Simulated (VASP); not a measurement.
# LiCd (Fd-3m) in VASP: notebook

Runs on LiCd. Level: LDA. Tasks: single point, relaxation of cell and atoms.

Everything below comes from runs of VASP 6.6.1. Logs are shortened: lines on timing, memory, paths and dates and some standing lists are left out, and cuts for length are marked.

## 1. The cell of the first run

It takes space group Fd-3m (No. 227, cubic). The conventional cell has a = 6.481 Å, b = 6.481 Å, c = 6.481 Å, α = 90.00°, β = 90.00°, γ = 90.00°. Within 3.7 Å of Li (site symmetry -43m) lie 4 Li at 2.81 Å and 10 Cd at 2.81 to 3.24 Å. Cd (site symmetry -43m) has 10 Li at 2.81 to 3.24 Å and 4 Cd at 2.81 Å within 3.7 Å.

## 2. Single point, LDA

Contents of INCAR:

```
PREC     = Accurate       # precision mode
ENCUT    = 520            # plane-wave cutoff, eV
EDIFF    = 1E-6           # SCF threshold, eV
ISMEAR   = 1              # smearing method
SIGMA    = 0.05           # smearing width, eV
LREAL    = False          # projectors in reciprocal space
LASPH    = True           # aspherical terms in the spheres
NELM     = 100            # most SCF steps
ALGO     = Normal         # electronic algorithm
ISIF     = 2              # what is computed and relaxed
LWAVE    = False          # write WAVECAR
LCHARG   = False          # write CHGCAR
GGA      = CA             # functional
NBANDS   = 23             # bands
```

Contents of KPOINTS:

```
Automatic mesh
0
Gamma
  11 11 11
```

Contents of POSCAR:

```
LiCd
1.0
    0.0000000000      3.2404204847      3.2404204847
    3.2404204847      0.0000000000      3.2404204847
    3.2404204847      3.2404204847      0.0000000000
Li Cd
2 2
Direct
    0.2500000000      0.2500000000      0.2500000000
    0.0000000000      0.0000000000      0.0000000000
    0.7500000000      0.7500000000      0.7500000000
    0.5000000000      0.5000000000      0.5000000000
```

Potentials or basis: VASP PAW LDA potentials, release 64 (Li_sv, Cd).

Started as:

```bash
$ cat potpaw_LDA.64/Li_sv/POTCAR potpaw_LDA.64/Cd/POTCAR > POTCAR
$ mpirun -np 1 vasp_std > vasp.out
```

OUTCAR:

```text
PREC = Accurate
   ENCUT = 520
   EDIFF = 1E-6
   ISMEAR = 1
   LREAL = False
   LASPH = True
   NELM = 100
   ISIF = 2
   GGA = CA

 ion  position               nearest neighbor table
   1  0.250  0.250  0.250-   4 2.81   4 2.81   4 2.81   4 2.81
   2  0.000  0.000  0.000-   3 2.81   3 2.81   3 2.81   3 2.81
   3  0.750  0.750  0.750-   4 2.81   4 2.81   4 2.81   2 2.81   4 2.81   2 2.81   2 2.81   2 2.81

   4  0.500  0.500  0.500-   1 2.81   1 2.81   1 2.81   1 2.81   3 2.81   3 2.81   3 2.81   3 2.81

  LATTYP: Found a face centered cubic cell.
 ALAT       =     6.4808409694

  Lattice vectors:

 A1 = (   0.0000000000,   3.2404204847,   3.2404204847)
 A2 = (   3.2404204847,   0.0000000000,   3.2404204847)
 A3 = (   3.2404204847,   3.2404204847,   0.0000000000)

Analysis of symmetry for initial positions (statically):
=====================================================================
 Subroutine PRICEL returns:
 Original cell was already a primitive cell.

 Routine SETGRP: Setting up the symmetry group for a
 face centered cubic supercell.

 Subroutine GETGRP returns: Found 48 space group operations
 (whereof 24 operations were pure point group operations)
 out of a pool of 48 trial point group operations.

The static configuration has the point symmetry T_d .
 The point group associated with its full space group is O_h .

Analysis of symmetry for dynamics (positions and initial velocities):
=====================================================================
 Subroutine PRICEL returns:
 Original cell was already a primitive cell.

 Routine SETGRP: Setting up the symmetry group for a
 face centered cubic supercell.

 Subroutine GETGRP returns: Found 48 space group operations
 (whereof 24 operations were pure point group operations)
 out of a pool of 48 trial point group operations.

The dynamic configuration has the point symmetry T_d .
 The point group associated with its full space group is O_h .

 Subroutine INISYM returns: Found 48 space group operations
 (whereof 24 operations are pure point group operations),
 and found     1 'primitive' translations

----------------------------------------------------------------------------------------

                                     Primitive cell

  volume of cell :      68.0509

  direct lattice vectors                    reciprocal lattice vectors
     0.000000000  3.240420485  3.240420485    -0.154300963  0.154300963  0.154300963
     3.240420485  0.000000000  3.240420485     0.154300963 -0.154300963  0.154300963
     3.240420485  3.240420485  0.000000000     0.154300963  0.154300963 -0.154300963

  length of vectors
     4.582646597  4.582646597  4.582646597     0.267257107  0.267257107  0.267257107

  position of ions in fractional coordinates (direct lattice)
     0.250000000  0.250000000  0.250000000
     0.000000000  0.000000000  0.000000000
     0.750000000  0.750000000  0.750000000
     0.500000000  0.500000000  0.500000000

  ion indices of the primitive-cell ions
   primitive index   ion index
                 1           1
                 2           2
                 3           3
                 4           4

----------------------------------------------------------------------------------------

 KPOINTS: Automatic mesh

Automatic generation of k-mesh.
 Grid dimensions read from file:
 generate k-points for:   11   11   11

 Generating k-lattice:

  Cartesian coordinates                     Fractional coordinates (reciprocal lattice)
    -0.014027360  0.014027360  0.014027360     0.090909091  0.000000000  0.000000000
     0.014027360 -0.014027360  0.014027360     0.000000000  0.090909091  0.000000000
     0.014027360  0.014027360 -0.014027360     0.000000000  0.000000000  0.090909091

  Length of vectors
     0.024296101  0.024296101  0.024296101

  Shift w.r.t. Gamma in fractional coordinates (k-lattice)
     0.000000000  0.000000000  0.000000000

 Subroutine IBZKPT returns following result:
 ===========================================

 Found     56 irreducible k-points:

 Following reciprocal coordinates:
            Coordinates               Weight
  0.000000  0.000000  0.000000      1.000000
  0.090909  0.000000  0.000000      8.000000
  0.181818  0.000000  0.000000      8.000000
  0.272727  0.000000  0.000000      8.000000
  0.363636  0.000000  0.000000      8.000000
  0.454545  0.000000  0.000000      8.000000
[... 16 lines left out ...]
 -0.272727  0.181818  0.000000     24.000000
 -0.181818  0.181818  0.000000     12.000000
 [... further k-points ...]
   k-points           NKPTS =     56   k-points in BZ     NKDIM =     56   number of bands    NBANDS=     23
   number of dos      NEDOS =    301   number of ions     NIONS =      4
   total plane-waves  NPLWV =  46656
   dimension x,y,z NGX =    36 NGY =   36 NGZ =   36
   dimension x,y,z NGXF=    72 NGYF=   72 NGZF=   72
   ions per type =               2   2
   NGX,Y,Z   is equivalent  to a cutoff of  13.06, 13.06, 13.06 a.u.
   NGXF,Y,Z  is equivalent  to a cutoff of  26.12, 26.12, 26.12 a.u.
 SYSTEM =  unknown system
   PREC   = accura    normal or accurate (medium, high low for compatibility)
   ISTART =      0    job   : 0-new  1-cont  2-samecut
   ICHARG =      2    charge: 1-file 2-atom 10-const
   ISPIN  =      1    spin polarized calculation?
   LNONCOLLINEAR =      F non collinear calculations
   LSORBIT =      F    spin-orbit coupling
   LASPH  =      T    aspherical Exc in radial PAW
   ENCUT  =  520.0 eV  38.22 Ry    6.18 a.u.   8.52  8.52  8.52*2*pi/ulx,y,z
   NELM   =    100;   NELMIN=  2; NELMDL= -5     # of ELM steps
   EDIFF  = 0.1E-05   stopping-criterion for ELM
   LREAL  =      F    real-space projection
   EDIFFG = 0.1E-04   stopping-criterion for IOM
   NSW    =      0    number of steps for IOM
   IBRION =     -1    ionic relax: 0-MD 1-quasi-New 2-CG
   NFREE  =      0    steps in history (QN), initial steepest desc. (CG)
   ISIF   =      2    stress and relaxation
   ISYM   =      2    0-nonsym 1-usesym 2-fastsym
   POTIM  = 0.5000    time-step for ionic-motion
   TEBEG  =    0.0;   TEEND  =   0.0 temperature during run
   PSTRESS=    0.0 pullay stress
   NELECT =      30.0000    total number of electrons
   NUPDOWN=      -1.0000    fix difference up-down
   EMIN   =  10.00;   EMAX   =-10.00  energy-range for DOS
   EFERMI =   0.00;   METHOD = LEGACY
   ISMEAR =     1;   SIGMA  =   0.05  broadening in eV -4-tet -1-fermi 0-gaus
   EFERMI_NEDOS =   21; number of points for ismear=-14 and -15
   IALGO  =     38    algorithm
   IMIX   =      4    mixing-type and parameters
     AMIX     =   0.40;   BMIX     =  1.00
     AMIX_MAG =   1.60;   BMIX_MAG =  1.00
  volume/ion in A,a.u.               =      17.01       114.81
  Fermi-wavevector in a.u.,A,eV,Ry     =   1.245959  2.354522 21.121885  1.552415
  Thomas-Fermi vector in A             =   2.380158
   LORBIT       =      0    0 simple, 1 ext, 2 COOP (PROOUT), +10 PAW based schemes
   GGA     = CA    functional components
   LHFCALC =     F    Hartree Fock is set to
   AEXX    =    0.0000 exact exchange contribution
   IVDW    =     0    specifies the selected vdW correction
   LEPSILON=     F    determine dielectric tensor
   LRPA    =     F    only Hartree local field effects (RPA)
 non-spin polarized calculation
 Methfessel and Paxton  Order N= 1 SIGMA  =   0.05
  energy-cutoff  :      520.00
  volume of cell :       68.05
 maximum number of plane-waves:      1857
 NGX is ok and might be reduce to    36
   NGX = 17   NGY = 17   NGZ = 17

 number of electron      29.9999982 magnetization

 Free energy of the ion-electron system (eV)
  ---------------------------------------------------
  ext. energy  EPLUGINS =         0.00000000
  ---------------------------------------------------
  free energy    TOTEN  =        -8.34092080 eV

  energy without entropy =       -8.34011143  energy(sigma->0) =       -8.34065101

 E-fermi :   2.3845     XC(G=0): -10.2647

 val. band max:        2.3749006328   @ k =  -0.4545   0.1818   0.0909
 cond. band min:       2.4115887623   @ k =  -0.3636   0.2727   0.0909
 fundamental gap:      0.0366881295
 Fermi energy:         2.3844853567

 k-point     1 :       0.0000    0.0000    0.0000
  band No.  band energies     occupation
      1     -42.8790      2.00000
      2     -42.8435      2.00000
      3      -6.8078      2.00000
      4      -6.8078      2.00000
      5      -6.8078      2.00000
      6      -6.7653      2.00000
[... 15 lines left out ...]
     22       7.8044      0.00000
     23       7.8044      0.00000

 k-point     2 :       0.0909    0.0000    0.0000
  band No.  band energies     occupation
      1     -42.8784      2.00000
      2     -42.8441      2.00000
      3      -6.8467      2.00000
      4      -6.8467      2.00000
      5      -6.8034      2.00000
      6      -6.7163      2.00000
[... 15 lines left out ...]
     22       7.6140      0.00000
     23       8.6678      0.00000

 k-point     3 :       0.1818    0.0000    0.0000
  band No.  band energies     occupation
      1     -42.8769      2.00000
      2     -42.8456      2.00000
      3      -6.8808      2.00000
      4      -6.8808      2.00000
      5      -6.7934      2.00000
      6      -6.6595      2.00000
[... 15 lines left out ...]
     22       7.9620      0.00000
     23       9.7664      0.00000

 k-point     4 :       0.2727    0.0000    0.0000
  band No.  band energies     occupation
      1     -42.8746      2.00000
      2     -42.8478      2.00000
      3      -6.8916      2.00000
      4      -6.8916      2.00000
      5      -6.7842      2.00000
      6      -6.6305      2.00000
[... 15 lines left out ...]
     22       8.8618      0.00000
     23      10.6398      0.00000

 k-point     5 :       0.3636    0.0000    0.0000
  band No.  band energies     occupation
      1     -42.8721      2.00000
      2     -42.8502      2.00000
      3      -6.8825      2.00000
      4      -6.8825      2.00000
      5      -6.7794      2.00000
      6      -6.6355      2.00000
[... 15 lines left out ...]
     22      10.1129      0.00000
     23      11.5917      0.00000

 k-point     6 :       0.4545    0.0000    0.0000
  band No.  band energies     occupation
      1     -42.8703      2.00000
      2     -42.8520      2.00000
      3      -6.8676      2.00000
      4      -6.8676      2.00000
      5      -6.7783      2.00000
      6      -6.6532      2.00000
[... 15 lines left out ...]
     22      11.4602      0.00000
     23      12.4629      0.00000

 k-point     7 :       0.0909    0.0909    0.0000
  band No.  band energies     occupation
      1     -42.8782      2.00000
      2     -42.8442      2.00000
      3      -6.8771      2.00000
      4      -6.8122      2.00000
      5      -6.8122      2.00000
      6      -6.7436      2.00000
[... 353 lines left out ...]
     22      12.3795      0.00000
     23      12.6902      0.00000

 k-point    21 :      -0.4545    0.1818    0.0000
  band No.  band energies     occupation
      1     -42.8681      2.00000
      2     -42.8541      2.00000
      3      -6.9586      2.00000
      4      -6.8938      2.00000
      5      -6.7449      2.00000
      6      -6.5340      2.00000
[... 15 lines left out ...]
     22      11.1653      0.00000
     23      12.4117      0.00000

 k-point    22 :      -0.3636    0.1818    0.0000
  band No.  band energies     occupation
      1     -42.8689      2.00000
      2     -42.8533      2.00000
      3      -6.9417      2.00000
      4      -6.9244      2.00000
      5      -6.7138      2.00000
      6      -6.5953      2.00000
[... 15 lines left out ...]
     22      10.6330      0.00000
     23      11.9692      0.00000

 k-point    23 :      -0.2727    0.1818    0.0000
  band No.  band energies     occupation
      1     -42.8712      2.00000
      2     -42.8511      2.00000
      3      -6.9461      2.00000
      4      -6.9116      2.00000
      5      -6.7078      2.00000
      6      -6.6497      2.00000
[... 15 lines left out ...]
     22       9.9425      0.00000
     23      13.0122      0.00000

 k-point    24 :      -0.1818    0.1818    0.0000
  band No.  band energies     occupation
      1     -42.8738      2.00000
      2     -42.8486      2.00000
      3      -6.9479      2.00000
      4      -6.8728      2.00000
      5      -6.7586      2.00000
      6      -6.6590      2.00000
[... 15 lines left out ...]
     22       9.1579      0.00000
     23      12.1947      0.00000

 [... further k-points ...]
[... 5 lines left out ...]
  --------------------------------------------------------------------------------------
  -------------------------------------------------------------------------------------
  Total        0.1134225      0.1134225      0.1134225      0.0000000      0.0000000     -0.0000000
  in kB        2.6703955      2.6703955      2.6703955      0.0000000      0.0000000     -0.0000000
  external PRESSURE =       2.6703955 kB  Pullay stress =       0.0000000 kB

 VOLUME and BASIS-vectors are now :
 -----------------------------------------------------------------------------
  energy-cutoff  :      520.00
  volume of cell :       68.05
      direct lattice vectors                 reciprocal lattice vectors
     0.000000000  3.240420485  3.240420485    -0.154300963  0.154300963  0.154300963
     3.240420485  0.000000000  3.240420485     0.154300963 -0.154300963  0.154300963
     3.240420485  3.240420485  0.000000000     0.154300963  0.154300963 -0.154300963

 POSITION                                       TOTAL-FORCE (eV/Angst)
 -----------------------------------------------------------------------------------
      1.62021      1.62021      1.62021        -0.000000     -0.000000     -0.000000
      0.00000      0.00000      0.00000         0.000000      0.000000      0.000000
      4.86063      4.86063      4.86063        -0.000000      0.000000     -0.000000
      3.24042      3.24042      3.24042         0.000000     -0.000000      0.000000
 -----------------------------------------------------------------------------------
    total drift:                                0.000000      0.000000      0.000000

  FREE ENERGIE OF THE ION-ELECTRON SYSTEM (eV)
  ---------------------------------------------------
  free  energy   TOTEN  =        -8.3409207974 eV

  energy  without entropy=       -8.3401114325  energy(sigma->0) =       -8.34065101
```

It took 1.8 min on 1 thread of Oxide Virtual Turin-like, shared host; peak memory 0.18 GiB.

Results:

- Free energy: -8.3409 eV
- Band gap on the k mesh: zero (bands 15 and 16 overlap by 4.77 eV)

Caveat: the cutoff is under 1.25 times the usual one of these potentials, so pressure, stress and relaxed cells hold a basis-set (Pulay) error.

## 3. Relaxation of cell and atoms, LDA

This run uses another cell than the first one, of 18.50 Å³/atom.

Contents of INCAR:

```
ALGO = Normal
EDIFF = 1E-6
EDIFFG = -0.01
ENCUT = 600
IBRION = 2
ISIF = 3
ISMEAR = 1
LASPH = True
LCHARG = False
LREAL = False
LWAVE = False
NELM = 80
NSW = 80
PREC = Accurate
SIGMA = 0.05
```

Contents of KPOINTS:

```
k-points
0
Gamma
  11 11 11
```

Contents of POSCAR:

```
LiCd
1.0
    0.0000000000      3.3324203900      3.3324203900
    3.3324203900      0.0000000000      3.3324203900
    3.3324203900      3.3324203900      0.0000000000
Li Cd
2 2
Direct
    0.2500000008      0.2500000008      0.2500000008
    0.0000000000      0.0000000000      0.0000000000
    0.7500000008      0.7500000008      0.7500000008
    0.5000000000      0.5000000000      0.5000000000
```

Potentials or basis: VASP PAW LDA potentials, release 64 (Li_sv, Cd).

Started as:

```bash
$ cat potpaw_LDA.64/Li_sv/POTCAR potpaw_LDA.64/Cd/POTCAR > POTCAR
$ mpirun -np 1 vasp_std > vasp.out
```

It took 5.9 min on 1 thread of Oxide Virtual Turin-like, shared host; peak memory 0.23 GiB.

It converged, with:

```
Free energy                           : -8.3457 eV
Relaxed volume                        : 17.10 Å³/atom
Relaxed cell                          : a = 4.591 Å, b = 4.591 Å, c = 4.591 Å, α = 60.00°, β = 60.00°, γ = 60.00°
Space group after relaxing (to 0.1 Å) : Fd-3m (No. 227)
Energy gained by relaxing             : 15.6 meV/atom
Ionic steps                           : 3
Pressure after relaxing               : -0.1 GPa
Band gap on the k mesh                : zero (bands 15 and 16 overlap by 4.75 eV)
```

The path:
| step | energy change (eV) | largest force (eV/Å) | pressure (GPa) | volume (Å³) |
| --- | --- | --- | --- | --- |
| 1 | 0.0000 | 0.0000 | -3.25 | 74.01 |
| 2 | -0.0559 | 0.0000 | -1.17 | 70.06 |
| 3 | -0.0626 | 0.0000 | -0.06 | 68.41 |

Final structure:
```cif
data_structure
_symmetry_space_group_name_H-M 'P 1'
_symmetry_Int_Tables_number 1
_cell_length_a 4.5906
_cell_length_b 4.5906
_cell_length_c 4.5906
_cell_angle_alpha 60.000
_cell_angle_beta 60.000
_cell_angle_gamma 60.000
_cell_volume 68.41
loop_
_atom_site_label
_atom_site_type_symbol
_atom_site_fract_x
_atom_site_fract_y
_atom_site_fract_z
_atom_site_occupancy
Li1 Li 0.25000 0.25000 0.25000 1
Li2 Li 0.00000 0.00000 0.00000 1
Cd1 Cd 0.75000 0.75000 0.75000 1
Cd2 Cd 0.50000 0.50000 0.50000 1
```

Levels at points of the mesh, in eV from the Fermi level:
```
           k point  band 12  band 13  band 14  band 15  band 16  band 17  band 18  band 19
(0.00, 0.00, 0.00)    -8.12    -7.46     3.54     3.54     3.54     3.57     3.57     3.57
```

Caveat: the cutoff is under 1.25 times the usual one of these potentials, so pressure, stress and relaxed cells hold a basis-set (Pulay) error.

The gap in the log of VASP goes by the Fermi energy; the results here count the filled bands.